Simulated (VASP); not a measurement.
Crystal: Ca.

```xyz
1
Lattice="0.0000 2.7942 2.7942 2.7942 0.0000 2.7942 2.7942 2.7942 0.0000" Properties=species:S:1:pos:R:3 pbc="T T T"
Ca    0.0000    0.0000    0.0000
```

```yaml
Program: VASP 6.6.1
Task: relaxation of cell and atoms
Functional: PBEsol
Potentials_or_basis: VASP PAW PBE potentials, release 64 (Ca_sv)
Cutoff: 500 eV
k_mesh: 7 × 7 × 7
Occupations: gaussian, width 0.1 eV
Spin: no spin polarisation
```

At the start: pressure -1.1 GPa; volume 43.63 Å³/atom.

Problem. How do energy, volume and symmetry change on relaxing?

Solution. Over 3 steps the energy falls by 10.5 meV/atom and the volume is 40.82 Å³/atom (-6.5 %); space group Fm-3m (No. 225, to 0.1 Å) before and after.

The path:
| step | energy change (eV) | largest force (eV/Å) | pressure (GPa) | volume (Å³) |
| --- | --- | --- | --- | --- |
| 1 | 0.0000 | 0.0000 | -1.11 | 43.63 |
| 2 | -0.0092 | 0.0000 | -0.42 | 41.74 |
| 3 | -0.0105 | 0.0000 | -0.03 | 40.82 |

Final structure:
```xyz
1
Lattice="0.0000 2.7327 2.7327 2.7327 0.0000 2.7327 2.7327 2.7327 0.0000" Properties=species:S:1:pos:R:3 pbc="T T T"
Ca    0.0000    0.0000    0.0000
```

Caveat: the PAW data sets were made with another functional, which shifts forces and pressure a little.
